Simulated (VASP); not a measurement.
A run of VASP 6.6.1:

Contents of INCAR:

```
SYSTEM = SiSe
PREC     = Accurate       ! precision mode
ENCUT    = 600            ! plane-wave cutoff, eV
EDIFF    = 1E-7           ! SCF threshold, eV
ISMEAR   = 0              ! smearing method
SIGMA    = 0.1            ! smearing width, eV
LREAL    = .False.        ! projectors in reciprocal space
LASPH    = .True.         ! aspherical terms in the spheres
NELM     = 100            ! most SCF steps
ALGO     = Normal         ! electronic algorithm
ISIF     = 3              ! what is computed and relaxed
LWAVE    = .False.        ! write WAVECAR
LCHARG   = .False.        ! write CHGCAR
GGA      = PE             ! functional
IBRION   = 2              ! ionic algorithm
NSW      = 100            ! ionic steps
EDIFFG   = -0.01          ! ionic threshold
```

Contents of KPOINTS:

```
Automatic mesh
0
Gamma
  16 16 16
  0 0 0
```

The input POSCAR:

```
SiSe
1.0
    0.0000000000      3.0738686973      3.0738686973
    3.0738686973      0.0000000000      3.0738686973
    3.0738686973      3.0738686973      0.0000000000
Si Se
1 1
Direct
    0.0000000000      0.0000000000      0.0000000000
    0.2500000000      0.2500000000      0.2500000000
```

Potentials or basis: VASP PAW PBE potentials, release 64 (Si, Se).

The run is started by

```bash
$ cat potpaw_PBE.64/Si/POTCAR potpaw_PBE.64/Se/POTCAR > POTCAR
$ mpirun -np 1 vasp_std > vasp.out
```

Hardware: 1 thread of Intel(R) Xeon(R) Platinum 8559C (Emerald Rapids), on a shared host.

Q: How long does it take, and how much memory?

A: Wall time 80 s on 1 thread of Intel(R) Xeon(R) Platinum 8559C (Emerald Rapids), on a shared host, peak memory 0.29 GiB. Counts: scf iterations 20, k points 145, ion steps 2.
